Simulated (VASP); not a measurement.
# MnBr3 (Pm-3m) in VASP: further runs

Runs on MnBr3. Level: PBEsol. Tasks: single point.

Program: VASP 6.6.1. These are calculated values, not measurements. Logs are shortened: lines on timing, memory, paths and dates and some standing lists are left out, and cuts for length are marked.

### Step 1. The cell of the first run

The structure is cubic, space group Pm-3m (No. 221). Conventional cell: a = 4.925 Å, b = 4.925 Å, c = 4.925 Å, α = 90.00°, β = 90.00°, γ = 90.00°. Within 3.3 Å of Mn (site symmetry m-3m) lie 6 Br at 2.46 Å. Br (site symmetry 4/mmm) has 2 Mn at 2.46 Å within 3.3 Å.

### Step 2. Single point, PBEsol, collinear spin, ferromagnetic start (29.86 Å³/atom)

File INCAR:

```
SYSTEM = MnBr3
PREC = Accurate
ENCUT = 520
EDIFF = 1E-6
ISMEAR = 0
SIGMA = 0.05
LREAL = .False.
LASPH = .True.
NELM = 150
ALGO = Normal
ISIF = 2
LWAVE = .False.
LCHARG = .False.
ISPIN = 2
MAGMOM = 3.99 0 0 0
LORBIT = 11
LMAXMIX = 4
GGA = PS
NBANDS = 29
```

File KPOINTS:

```
Automatic mesh
0
Gamma
  6 6 6
  0 0 0
```

File POSCAR:

```
MnBr3
1.0
    4.9248169049      0.0000000000      0.0000000000
    0.0000000000      4.9248169049      0.0000000000
    0.0000000000      0.0000000000      4.9248169049
Mn Br
1 3
Direct
    0.0000000000      0.0000000000      0.0000000000
    0.5000000000      0.0000000000      0.0000000000
    0.0000000000      0.0000000000      0.5000000000
    0.0000000000      0.5000000000      0.0000000000
```

Potentials or basis: VASP PAW PBE potentials, release 64 (Mn_pv, Br).

Launch:

```console
cat potpaw_PBE.64/Mn_pv/POTCAR potpaw_PBE.64/Br/POTCAR > POTCAR
mpirun -np 1 vasp_std > vasp.out
```

OUTCAR:

```text
SYSTEM = MnBr3
   PREC = Accurate
   ENCUT = 520
   EDIFF = 1E-6
   ISMEAR = 0
   LREAL = .False.
   LASPH = .True.
   NELM = 150
   ISIF = 2
   ISPIN = 2
   LORBIT = 11
   GGA = PS

 ion  position               nearest neighbor table
   1  0.000  0.000  0.000-   2 2.46   3 2.46   4 2.46   3 2.46   4 2.46   2 2.46
   2  0.500  0.000  0.000-   1 2.46   1 2.46
   3  0.000  0.000  0.500-   1 2.46   1 2.46
   4  0.000  0.500  0.000-   1 2.46   1 2.46

  LATTYP: Found a simple cubic cell.
 ALAT       =     4.9248169049

  Lattice vectors:

 A1 = (   4.9248169049,   0.0000000000,   0.0000000000)
 A2 = (   0.0000000000,   4.9248169049,   0.0000000000)
 A3 = (   0.0000000000,   0.0000000000,   4.9248169049)

Analysis of symmetry for initial positions (statically):
=====================================================================
 Subroutine PRICEL returns:
 Original cell was already a primitive cell.

 Routine SETGRP: Setting up the symmetry group for a
 simple cubic supercell.

 Subroutine GETGRP returns: Found 48 space group operations
 (whereof 48 operations were pure point group operations)
 out of a pool of 48 trial point group operations.

The static configuration has the point symmetry O_h .

Analysis of symmetry for dynamics (positions and initial velocities):
=====================================================================
 Subroutine PRICEL returns:
 Original cell was already a primitive cell.

 Routine SETGRP: Setting up the symmetry group for a
 simple cubic supercell.

 Subroutine GETGRP returns: Found 48 space group operations
 (whereof 48 operations were pure point group operations)
 out of a pool of 48 trial point group operations.

The dynamic configuration has the point symmetry O_h .

Analysis of structural, dynamic, and magnetic symmetry:
=====================================================================
 Subroutine PRICEL returns:
 Original cell was already a primitive cell.

 Routine SETGRP: Setting up the symmetry group for a
 simple cubic supercell.

 Subroutine GETGRP returns: Found 48 space group operations
 (whereof 48 operations were pure point group operations)
 out of a pool of 48 trial point group operations.

The overall configuration has the point symmetry O_h .

 Subroutine INISYM returns: Found 48 space group operations
 (whereof 48 operations are pure point group operations),
 and found     1 'primitive' translations

----------------------------------------------------------------------------------------

                                     Primitive cell

  volume of cell :     119.4456

  direct lattice vectors                    reciprocal lattice vectors
     4.924816905  0.000000000  0.000000000     0.203053234  0.000000000  0.000000000
     0.000000000  4.924816905  0.000000000     0.000000000  0.203053234  0.000000000
     0.000000000  0.000000000  4.924816905     0.000000000  0.000000000  0.203053234

  length of vectors
     4.924816905  4.924816905  4.924816905     0.203053234  0.203053234  0.203053234

  position of ions in fractional coordinates (direct lattice)
     0.000000000  0.000000000  0.000000000
     0.500000000  0.000000000  0.000000000
     0.000000000  0.000000000  0.500000000
     0.000000000  0.500000000  0.000000000

  ion indices of the primitive-cell ions
   primitive index   ion index
                 1           1
                 2           2
                 3           3
                 4           4

----------------------------------------------------------------------------------------

 KPOINTS: Automatic mesh

Automatic generation of k-mesh.
 Grid dimensions read from file:
 generate k-points for:    6    6    6

 Generating k-lattice:

  Cartesian coordinates                     Fractional coordinates (reciprocal lattice)
     0.033842206  0.000000000  0.000000000     0.166666667  0.000000000  0.000000000
     0.000000000  0.033842206  0.000000000     0.000000000  0.166666667  0.000000000
     0.000000000  0.000000000  0.033842206     0.000000000  0.000000000  0.166666667

  Length of vectors
[... 58 lines left out ...]
  band No.  band energies     occupation
      1     -49.6895      1.00000
      2     -49.6895      1.00000
      3     -49.6895      1.00000
      4     -13.7468      1.00000
      5     -13.7468      1.00000
      6     -13.7468      1.00000
[... 21 lines left out ...]
     28      11.7585      0.00000
     29      11.7585      0.00000
 Fermi energy:         0.4580279822

 spin component 2

 k-point     1 :       0.0000    0.0000    0.0000
  band No.  band energies     occupation
      1     -45.7661      1.00000
      2     -45.7661      1.00000
      3     -45.7661      1.00000
      4     -14.5633      1.00000
      5     -13.3909      1.00000
      6     -13.3909      1.00000
[... 21 lines left out ...]
     28      13.6322      0.00000
     29      13.6322      0.00000

 k-point     2 :       0.1667    0.0000    0.0000
  band No.  band energies     occupation
      1     -45.7661      1.00000
      2     -45.7661      1.00000
      3     -45.7661      1.00000
      4     -14.4964      1.00000
      5     -13.4464      1.00000
      6     -13.3883      1.00000
[... 21 lines left out ...]
     28      12.7573      0.00000
     29      12.7573      0.00000

 k-point     3 :       0.3333    0.0000    0.0000
  band No.  band energies     occupation
      1     -45.7662      1.00000
      2     -45.7661      1.00000
      3     -45.7661      1.00000
      4     -14.3307      1.00000
      5     -13.5897      1.00000
      6     -13.3829      1.00000
[... 510 lines left out ...]
      5     -13.6618      1.00000
      6     -13.6618      1.00000
[... 21 lines left out ...]
     28      11.6051      0.00000
     29      11.6134      0.00000

 k-point    20 :       0.5000    0.5000    0.5000
  band No.  band energies     occupation
      1     -45.7662      1.00000
      2     -45.7662      1.00000
      3     -45.7662      1.00000
      4     -13.6569      1.00000
      5     -13.6569      1.00000
      6     -13.6569      1.00000
[... 21 lines left out ...]
     28      12.0410      0.00000
     29      12.0410      0.00000

------------------------ aborting loop because EDIFF is reached ----------------------------------------

  FORCE on cell =-STRESS in cart. coord.  units (eV):
  Direction    XX          YY          ZZ          XY          YZ          ZX
  --------------------------------------------------------------------------------------
  -------------------------------------------------------------------------------------
  Total        1.2981043      1.2981043      1.2981043     -0.0000000     -0.0000000     -0.0000000
  in kB       17.4120501     17.4120501     17.4120501     -0.0000000     -0.0000000     -0.0000000
  external PRESSURE =      17.4120501 kB  Pullay stress =       0.0000000 kB

 VOLUME and BASIS-vectors are now :
 -----------------------------------------------------------------------------
  energy-cutoff  :      520.00
  volume of cell :      119.45
      direct lattice vectors                 reciprocal lattice vectors
     4.924816905  0.000000000  0.000000000     0.203053234  0.000000000  0.000000000
     0.000000000  4.924816905  0.000000000     0.000000000  0.203053234  0.000000000
     0.000000000  0.000000000  4.924816905     0.000000000  0.000000000  0.203053234

 POSITION                                       TOTAL-FORCE (eV/Angst)
 -----------------------------------------------------------------------------------
      0.00000      0.00000      0.00000         0.000000      0.000000      0.000000
      2.46241      0.00000      0.00000         0.000000      0.000000      0.000000
      0.00000      0.00000      2.46241         0.000000      0.000000      0.000000
      0.00000      2.46241      0.00000         0.000000      0.000000      0.000000
 -----------------------------------------------------------------------------------
    total drift:                               -0.000000     -0.000000     -0.000000

  FREE ENERGIE OF THE ION-ELECTRON SYSTEM (eV)
  ---------------------------------------------------
  free  energy   TOTEN  =       -16.9638707393 eV

  energy  without entropy=      -16.9618228670  energy(sigma->0) =      -16.96284680

 total charge

# of ion       s       p       d       tot
------------------------------------------
    1        0.258   6.236   4.947  11.441
    2        1.607   3.224   0.023   4.853
    3        1.607   3.224   0.023   4.853
    4        1.607   3.224   0.023   4.853
--------------------------------------------------
tot          5.077  15.907   5.016  26.001

 magnetization (x)

# of ion       s       p       d       tot
------------------------------------------
    1        0.034   0.030   3.623   3.687
    2        0.009   0.047   0.008   0.065
    3        0.009   0.047   0.008   0.065
    4        0.009   0.047   0.008   0.065
--------------------------------------------------
tot          0.061   0.172   3.648   3.881
```

Run time: 5 min. Hardware: 1 thread of Intel Xeon 8259CL, shared host; peak memory 0.34 GiB.

Results:

| Quantity | Value |
| --- | --- |
| Free energy | -16.9639 eV |
| Pressure | 1.7 GPa |
| Net moment | 4.15 μB per cell |
| Site moments | Mn +3.69; Br +0.07 μB |
| Valence electrons inside the program's atomic spheres | Mn 11.44; Br 4.85 |

Caveat: the PAW data sets were made with another functional, which shifts forces and pressure a little; semilocal functionals often make such compounds metallic where correlation or magnetic order opens a gap, which also shifts bond lengths.

### Step 3. Single point, PBEsol, collinear spin, ferromagnetic start (30.48 Å³/atom)

This run uses another cell than the first one, of 30.48 Å³/atom.

File INCAR:

```
PREC = Accurate
ENCUT = 520
EDIFF = 1E-7
ISMEAR = 0
SIGMA = 0.05
LREAL = F
LASPH = T
NELM = 150
ALGO = Normal
ISIF = 2
LWAVE = F
LCHARG = F
ISPIN = 2
MAGMOM = 4.03 0 0 0
LORBIT = 11
LMAXMIX = 4
GGA = PS
NBANDS = 29
```

File KPOINTS:

```
Automatic mesh
0
Gamma
  6 6 6
```

File POSCAR:

```
MnBr3
1.0
    4.9587822328      0.0000000000      0.0000000000
    0.0000000000      4.9587822328      0.0000000000
    0.0000000000      0.0000000000      4.9587822328
Mn Br
1 3
Direct
    0.0000000000      0.0000000000      0.0000000000
    0.5000000000      0.0000000000      0.0000000000
    0.0000000000      0.0000000000      0.5000000000
    0.0000000000      0.5000000000      0.0000000000
```

Potentials or basis: VASP PAW PBE potentials, release 64 (Mn_pv, Br).

Launch:

```console
cat potpaw_PBE.64/Mn_pv/POTCAR potpaw_PBE.64/Br/POTCAR > POTCAR
mpirun -np 1 vasp_std > vasp.out
```

Run time: 4.7 min. Hardware: 1 thread of Intel Xeon 8259CL, shared host; peak memory 0.34 GiB.

It converged, with:

| Item | Value |
| --- | --- |
| Free energy | -16.9842 eV |
| Pressure | 0.9 GPa |
| Net moment | 4.16 μB per cell |
| Site moments | Mn +3.72; Br +0.06 μB |
| Valence electrons inside the program's atomic spheres | Mn 11.41; Br 4.84 |

Levels at points of the mesh, in eV from the Fermi level:
Spin up:
```tsv
k point	band 17	band 18	band 19	band 20	band 21	band 22
(0.00, 0.00, 0.00)	-1.15	-0.77	-0.77	-0.77	2.78	5.35
(0.50, 0.00, 0.00)	-0.91	-0.82	-0.82	-0.80	6.35	7.21
(0.50, 0.50, 0.00)	-0.80	-0.80	-0.07	1.71	7.30	7.30
(0.50, 0.50, 0.50)	-0.06	-0.06	1.73	1.73	5.94	6.15
```
Spin down:
| k point | band 13 | band 14 | band 15 | band 16 | band 17 | band 18 |
| --- | --- | --- | --- | --- | --- | --- |
| (0.00, 0.00, 0.00) | -0.68 | -0.68 | -0.68 | 0.68 | 0.68 | 0.68 |
| (0.50, 0.00, 0.00) | -1.28 | -0.80 | -0.80 | 0.69 | 1.00 | 1.67 |
| (0.50, 0.50, 0.00) | -1.69 | -1.69 | 0.07 | 1.26 | 1.68 | 1.68 |
| (0.50, 0.50, 0.50) | 0.08 | 0.08 | 0.08 | 1.82 | 1.82 | 1.82 |

Caveat: the PAW data sets were made with another functional, which shifts forces and pressure a little; semilocal functionals often make such compounds metallic where correlation or magnetic order opens a gap, which also shifts bond lengths.

### Step 4. Single point, PBEsol, collinear spin, ferromagnetic start

This run uses another cell than the first one, of 31.11 Å³/atom.

File INCAR:

```
PREC     = Accurate       # precision mode
ENCUT    = 520            # plane-wave cutoff, eV
EDIFF    = 1E-6           # SCF threshold, eV
ISMEAR   = 0              # smearing method
SIGMA    = 0.05           # smearing width, eV
LREAL    = F              # projectors in reciprocal space
LASPH    = T              # aspherical terms in the spheres
NELM     = 150            # most SCF steps
ALGO     = Normal         # electronic algorithm
ISIF     = 2              # what is computed and relaxed
LWAVE    = F              # write WAVECAR
LCHARG   = F              # write CHGCAR
ISPIN    = 2              # spin polarisation
MAGMOM   = 4.03 0 0 0     # initial moments
LORBIT   = 11             # projections on sites
LMAXMIX  = 4              # l up to which the mixer works
GGA      = PS             # functional
NBANDS   = 29             # bands
```

KPOINTS is that of step 3.

File POSCAR:

```
MnBr3
1.0
    4.9922885345      0.0000000000      0.0000000000
    0.0000000000      4.9922885345      0.0000000000
    0.0000000000      0.0000000000      4.9922885345
Mn Br
1 3
Direct
    0.0000000000      0.0000000000      0.0000000000
    0.5000000000      0.0000000000      0.0000000000
    0.0000000000      0.0000000000      0.5000000000
    0.0000000000      0.5000000000      0.0000000000
```

Launch:

```console
cat potpaw_PBE.64/Mn_pv/POTCAR potpaw_PBE.64/Br/POTCAR > POTCAR
mpirun -np 1 vasp_std > vasp.out
```

Run time: 4.6 min. Hardware: 1 thread of Intel Xeon 8259CL, shared host; peak memory 0.34 GiB.

Results (log left out):

```
Free energy                                           : -16.9914 eV
Pressure                                              : 0.1 GPa
Net moment                                            : 4.17 μB per cell
Site moments                                          : Mn +3.75; Br +0.05 μB
Valence electrons inside the program's atomic spheres : Mn 11.39; Br 4.84
```

Levels at points of the mesh, in eV from the Fermi level:
Spin up:
| k point | band 16 | band 17 | band 18 | band 19 | band 20 | band 21 | band 22 | band 23 |
| --- | --- | --- | --- | --- | --- | --- | --- | --- |
| (0.00, 0.00, 0.00) | -1.08 | -1.08 | -0.72 | -0.72 | -0.72 | 2.72 | 5.41 | 8.13 |
| (0.50, 0.00, 0.00) | -0.85 | -0.85 | -0.82 | -0.79 | -0.79 | 6.24 | 7.24 | 7.47 |
| (0.50, 0.50, 0.00) | -1.31 | -0.77 | -0.77 | -0.04 | 1.65 | 7.26 | 7.26 | 8.08 |
| (0.50, 0.50, 0.50) | -0.03 | -0.03 | -0.03 | 1.66 | 1.66 | 6.05 | 6.13 | 6.13 |
Spin down:
| k point | band 12 | band 13 | band 14 | band 15 | band 16 | band 17 | band 18 | band 19 |
| --- | --- | --- | --- | --- | --- | --- | --- | --- |
| (0.00, 0.00, 0.00) | -0.96 | -0.64 | -0.64 | -0.64 | 0.76 | 0.76 | 0.76 | 1.05 |
| (0.50, 0.00, 0.00) | -1.92 | -1.21 | -0.76 | -0.76 | 0.78 | 1.05 | 1.71 | 1.71 |
| (0.50, 0.50, 0.00) | -1.89 | -1.61 | -1.61 | 0.08 | 1.30 | 1.71 | 1.71 | 1.85 |
| (0.50, 0.50, 0.50) | -3.20 | 0.10 | 0.10 | 0.10 | 1.86 | 1.86 | 1.86 | 3.80 |

Caveat: the PAW data sets were made with another functional, which shifts forces and pressure a little; semilocal functionals often make such compounds metallic where correlation or magnetic order opens a gap, which also shifts bond lengths.

### Step 5. Single point, PBEsol, collinear spin, ferromagnetic start (31.73 Å³/atom)

This run uses another cell than the first one, of 31.73 Å³/atom.

File INCAR:

```
SYSTEM = MnBr3
ALGO = Normal
EDIFF = 1E-6
ENCUT = 520
GGA = PS
ISIF = 2
ISMEAR = 0
ISPIN = 2
LASPH = .TRUE.
LCHARG = .TRUE.
LELF = .TRUE.
LMAXMIX = 4
LORBIT = 11
LREAL = .FALSE.
LVHAR = .TRUE.
LWAVE = .FALSE.
MAGMOM = 4.03 0 0 0
NBANDS = 29
NELM = 150
PREC = Accurate
SIGMA = 0.05
```

File KPOINTS:

```
k-points
0
G
  6 6 6
  0 0 0
```

File POSCAR:

```
MnBr3
1.0
    5.0253510115      0.0000000000      0.0000000000
    0.0000000000      5.0253510115      0.0000000000
    0.0000000000      0.0000000000      5.0253510115
Mn Br
1 3
Direct
    0.0000000000      0.0000000000      0.0000000000
    0.5000000000      0.0000000000      0.0000000000
    0.0000000000      0.0000000000      0.5000000000
    0.0000000000      0.5000000000      0.0000000000
```

Launch:

```console
cat potpaw_PBE.64/Mn_pv/POTCAR potpaw_PBE.64/Br/POTCAR > POTCAR
mpirun -np 1 vasp_std > vasp.out
```

It took 4.9 min on 1 thread of Intel Xeon 8259CL, shared host; peak memory 0.34 GiB.

The run converged. Its results:

| Item | Value |
| --- | --- |
| Free energy | -16.9872 eV |
| Pressure | -0.6 GPa |
| Net moment | 4.17 μB per cell |
| Site moments | Mn +3.78; Br +0.04 μB |
| Valence electrons inside the program's atomic spheres | Mn 11.36; Br 4.83 |

Levels at points of the mesh, in eV from the Fermi level:
Spin up:
```csv
k point,band 16,band 17,band 18,band 19,band 20,band 21,band 22,band 23
"(0.00, 0.00, 0.00)",-1.02,-1.02,-0.68,-0.68,-0.68,2.66,5.46,8.19
"(0.50, 0.00, 0.00)",-0.84,-0.81,-0.81,-0.76,-0.76,6.12,7.27,7.51
"(0.50, 0.50, 0.00)",-1.28,-0.74,-0.74,-0.01,1.58,7.23,7.23,8.12
"(0.50, 0.50, 0.50)",0.00,0.00,0.00,1.60,1.60,6.11,6.11,6.11
```
Spin down:
| k point | band 11 | band 12 | band 13 | band 14 | band 15 | band 16 | band 17 | band 18 | band 19 | band 20 |
| --- | --- | --- | --- | --- | --- | --- | --- | --- | --- | --- |
| (0.00, 0.00, 0.00) | -0.92 | -0.92 | -0.61 | -0.61 | -0.61 | 0.84 | 0.84 | 0.84 | 1.10 | 1.10 |
| (0.50, 0.00, 0.00) | -1.83 | -1.83 | -1.15 | -0.72 | -0.72 | 0.86 | 1.10 | 1.74 | 1.74 | 1.79 |
| (0.50, 0.50, 0.00) | -1.80 | -1.80 | -1.55 | -1.55 | 0.09 | 1.34 | 1.75 | 1.75 | 1.88 | 3.75 |
| (0.50, 0.50, 0.50) | -3.08 | -3.08 | 0.10 | 0.10 | 0.10 | 1.89 | 1.89 | 1.89 | 3.76 | 3.76 |

Caveat: the PAW data sets were made with another functional, which shifts forces and pressure a little; semilocal functionals often make such compounds metallic where correlation or magnetic order opens a gap, which also shifts bond lengths.

### Step 6. The runs side by side

| cell | gap on the mesh (eV) | pressure (GPa) | moment (μB) |
| --- | --- | --- | --- |
| a = 4.925 Å, 4 atoms | none | 1.7 | 4.15 |
| a = 4.959 Å, 4 atoms | none | 0.9 | 4.16 |
| a = 4.992 Å, 4 atoms | none | 0.1 | 4.17 |
| a = 5.025 Å, 4 atoms | none | -0.6 | 4.17 |

Alike in all rows: task single point; level PBEsol; potentials or basis VASP PAW PBE potentials, release 64 (Mn_pv, Br); spin collinear, ferromagnetic start; k mesh 6 × 6 × 6; cutoff (eV) 520; smearing gaussian 0.05 eV.

Caveats: the PAW data sets were made with another functional, which shifts forces and pressure a little; semilocal functionals often make such compounds metallic where correlation or magnetic order opens a gap, which also shifts bond lengths.

Total energies depend on the potentials used, so only differences within one code and one set of settings carry meaning.
